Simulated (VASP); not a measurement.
Write the native input for VASP 6.6.1 that does the following.

| Property | Result |
| --- | --- |
| Task | single point |
| Functional | PBE |
| Potentials or basis | VASP PAW PBE potentials, release 64 (In_d, P) |
| Cutoff | 520 eV |
| k mesh | 12 × 12 × 4 |
| Occupations | gaussian, width 0.1 eV |
| Spin | no spin polarisation |
| Dipole correction | no |
| Further INCAR settings | ALGO = Normal; EDIFF = 1e-06; NBANDS = 36 |

The structure of InP lies in POSCAR:

```
InP
1.0
    3.9175818557      0.0000000000      0.0000000000
   -1.9587909278      3.3927254084      0.0000000000
    0.0000000000      0.0000000000      9.5876864698
In P
3 3
Direct
    0.0000000000      0.0000000000      0.0000000000
    0.3333333333      0.6666666667      0.3333333333
    0.6666666667      0.3333333333      0.6666666667
    0.6666666667      0.3333333333      0.1666666667
    0.0000000000      0.0000000000      0.5000000000
    0.3333333333      0.6666666667      0.8333333333
```

These files were run (other wordings do the same):

INCAR

```
SYSTEM = InP
PREC = Accurate
ENCUT = 520
EDIFF = 1E-6
ISMEAR = 0
SIGMA = 0.1
LREAL = .FALSE.
LASPH = .TRUE.
NELM = 80
ALGO = Normal
ISIF = 2
LWAVE = .FALSE.
LCHARG = .FALSE.
GGA = PE
NBANDS = 36
```

KPOINTS

```
Automatic mesh
0
G
  12 12 4
  0 0 0
```

Potentials or basis: VASP PAW PBE potentials, release 64 (In_d, P).

Launch:

```bash
$ cat potpaw_PBE.64/In_d/POTCAR potpaw_PBE.64/P/POTCAR > POTCAR
$ mpirun -np 1 vasp_std > vasp.out
```

It gave:

```
Pressure               : 0.0 GPa
Band gap on the k mesh : zero (bands 27 and 28 overlap by 1.12 eV)
```

Caveat: spin-orbit coupling is left out, which moves the levels of the heavy elements.

It took 6.5 min on 1 thread of Intel(R) Xeon(R) Platinum 8259CL CPU @ 2.50GHz (Skylake/Cascade Lake) (shared host), peak memory 0.4 GiB.
